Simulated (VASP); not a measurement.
Here is a VASP 6.6.1 calculation.

The input INCAR:

```
PREC = Accurate
ENCUT = 500
EDIFF = 1E-6
ISMEAR = 0
SIGMA = 0.1
LREAL = F
LASPH = T
NELM = 120
ALGO = Normal
ISIF = 2
LWAVE = F
LCHARG = F
GGA = PE
NBANDS = 36
GGA_COMPAT = F
```

File KPOINTS:

```
regular mesh
0
Gamma
  4 4 4
```

POSCAR

```
BiMo3
1.0
    4.1840010262      0.0000000000      0.0000000000
    0.0000000000      4.1840010262      0.0000000000
    0.0000000000      0.0000000000      4.1840010262
Bi Mo
1 3
Direct
    0.0000000000      0.0000000000      0.0000000000
    0.0000000000      0.5000000000      0.5000000000
    0.5000000000      0.0000000000      0.5000000000
    0.5000000000      0.5000000000      0.0000000000
```

Potentials or basis: VASP PAW PBE potentials, release 64 (Bi_d, Mo_sv).

Command:

```sh
$ cat potpaw_PBE.64/Bi_d/POTCAR potpaw_PBE.64/Mo_sv/POTCAR > POTCAR
$ mpirun -np 1 vasp_std > vasp.out
```

**Question.** Estimate the pressure.

**Answer.** -5.2 GPa.

Caveat: the k points lie up to 0.38 Å⁻¹ apart.
